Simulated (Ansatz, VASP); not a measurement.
One calculation of Hf2Si, two programs

```
Hf Si
1.0
    -3.24457    3.24457    2.56382
     3.24457   -3.24457    2.56382
     3.24457    3.24457   -2.56382
Hf Si
4 2
Cartesian
  1.0165 2.2281 2.5638
  2.2281 -1.0165 2.5638
  2.2281 1.0165 0.0000
  1.0165 4.2611 0.0000
  0.0000 0.0000 3.8457
  0.0000 0.0000 1.2819
```

Alike in both runs: functional PBEsol; dispersion D4; k mesh 10 × 10 × 10; occupations gaussian, width 0.1 eV; no spin polarisation.

Ansatz relaxed the structure, and its values are those at the end. VASP's run is a single point on that final structure, the one shown.

|  | VASP | Ansatz |
| --- | --- | --- |
| version | VASP 6.6.1 | Ansatz 0.2.0 |
| potentials or method | VASP PAW PBE potentials, release 64 (Hf_pv, Si), cutoff 520 eV | scalar-relativistic, plane waves, PAW |
| valence electrons in the cell | 48 | 112 |

```tsv
	VASP	Ansatz	Ansatz less VASP
gap on the k mesh at the Fermi level (eV)	none	none	-
pressure (GPa)	-0.1	0.0	+0.15
rms of the force components (eV/Å)	0.000	0.005	+0.0046
```

VASP's potentials were made for PBE, not for PBEsol. A gap of «none» marks a metal or a gap that the smearing closes. VASP's potentials hold 48 valence electrons a cell and Ansatz's 112, so a difference there can come from the potentials and not from the codes.

Spin-orbit coupling is off throughout.
